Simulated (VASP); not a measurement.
A run of VASP 6.6.1:

The input INCAR:

```
ALGO = Normal
EDIFF = 1E-6
ENCUT = 520
GGA = PE
ISIF = 2
ISMEAR = 0
LASPH = True
LCHARG = False
LREAL = False
LWAVE = False
NBANDS = 30
NELM = 60
PREC = Accurate
SIGMA = 0.2
```

File KPOINTS:

```
k-points
0
Gamma
  5 5 2
```

Contents of POSCAR:

```
ScAl3As4
1.0
    4.0842641963     -0.0000000032      0.0000000000
   -2.0421320954      3.5370765513      0.0000000000
    0.0000000000      0.0000000000     13.6164301310
Sc Al As
1 3 4
Direct
    0.0000000000      0.0000000000      0.2477714293
    0.0000000000      0.0000000000      0.7482942097
    0.3333333333      0.6666666667     -0.0105697048
    0.3333333333      0.6666666667      0.5067647749
    0.0000000000      0.0000000000      0.0503247420
    0.0000000000      0.0000000000      0.5655369864
    0.3333333333      0.6666666667      0.3258841315
    0.3333333333      0.6666666667      0.8067914110
```

Potentials or basis: VASP PAW PBE potentials, release 64 (Sc_sv, Al, As).

The run is started by

```console
$ cat potpaw_PBE.64/Sc_sv/POTCAR potpaw_PBE.64/Al/POTCAR potpaw_PBE.64/As/POTCAR > POTCAR
$ mpirun -np 1 vasp_std > vasp.out
```

Hardware: 1 thread of Intel(R) Xeon(R) Platinum 8488C (Sapphire Rapids) (shared host).

Task: How long does it take, and how much memory?

Result: Wall time 62 s on 1 thread of Intel(R) Xeon(R) Platinum 8488C (Sapphire Rapids) (shared host), peak memory 0.32 GiB. Counts: scf iterations 15, k points 10.
